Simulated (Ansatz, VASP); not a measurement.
One calculation of As2Ir3, two programs

```
As Ir
1.0
     3.51918    0.00000    0.00000
    -1.75959    3.04770    0.00000
    -1.75959    1.01590    8.26939
As Ir
2 3
Direct
  0.60000 0.40000 0.80000
  0.40000 0.60000 0.20000
  0.78900 0.21100 0.36700
  0.21100 0.78900 0.63300
  0.00000 0.00000 0.00000
```

Alike in both runs: task single point; functional r2SCAN; k mesh 10 × 10 × 10; occupations fermi-dirac, width 0.0358 eV; no spin polarisation.

|  | VASP | Ansatz |
| --- | --- | --- |
| version | VASP 6.6.1 | Ansatz 0.2.0 |
| potentials or method | VASP PAW PBE potentials, release 64 (As, Ir), cutoff 520 eV | PAW plane waves |
| valence electrons in the cell | 37 | 81 |

```tsv
	VASP	Ansatz	Ansatz less VASP
pressure (GPa)	-11.4	-12.1	-0.65
traceless stress, the component that is largest in VASP (GPa)	-3.15	-3.24	-0.089
rms of the force components (eV/Å)	0.246	0.262	+0.0161
```

VASP's potentials were made for PBE, not for r2SCAN. Atom by atom the forces differ by 0.018 eV/Å (rms over components). VASP's potentials hold 37 valence electrons a cell and Ansatz's 81, so a difference there can come from the potentials and not from the codes. Ansatz's warnings: structure snapped to symmetry.

Neither program's run includes spin-orbit coupling.
